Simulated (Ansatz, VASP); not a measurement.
**Si3N4: VASP beside Ansatz**

```
Si N
1.0
    -3.30084    3.30084    3.30084
     3.30084   -3.30084    3.30084
     3.30084    3.30084   -3.30084
Si N
6 8
Direct
  0.25000 0.12500 0.87500
  0.87500 0.25000 0.12500
  0.75000 0.37500 0.62500
  0.62500 0.75000 0.37500
  0.12500 0.87500 0.25000
  0.37500 0.62500 0.75000
  0.56615 0.56615 0.56615
  0.43385 0.50000 0.00000
  0.50000 0.00000 0.93385
  0.00000 0.43385 0.50000
  0.93385 0.50000 0.00000
  0.06615 0.06615 0.06615
  0.00000 0.93385 0.50000
  0.50000 0.00000 0.43385
```

Change from the starting cell: volume scaled by 1.06, ions relaxed.

Alike in both runs: functional PBE; k mesh 6 × 6 × 6; occupations fermi-dirac, width 0.02 eV; no spin polarisation.

Ansatz relaxed the structure, and its values are those at the end. VASP's run is a single point on that final structure, the one shown.

```csv
,VASP,Ansatz
version,VASP 6.6.1,Ansatz 0.2.0
potentials or method,"VASP PAW PBE potentials, release 64 (Si, N)","plane-wave PAW, scalar-relativistic"
plane-wave cutoff (eV),520,420
valence electrons in the cell,64,64
```

```csv
,VASP,Ansatz,Ansatz less VASP
gap on the k mesh at the Fermi level (eV),3.82,3.82,+0.004
pressure (GPa),-11.9,-11.7,+0.26
```

The functional is the same, so the differences come from potentials, cutoffs and numerics. Ansatz's warnings: stress scf threshold loose.
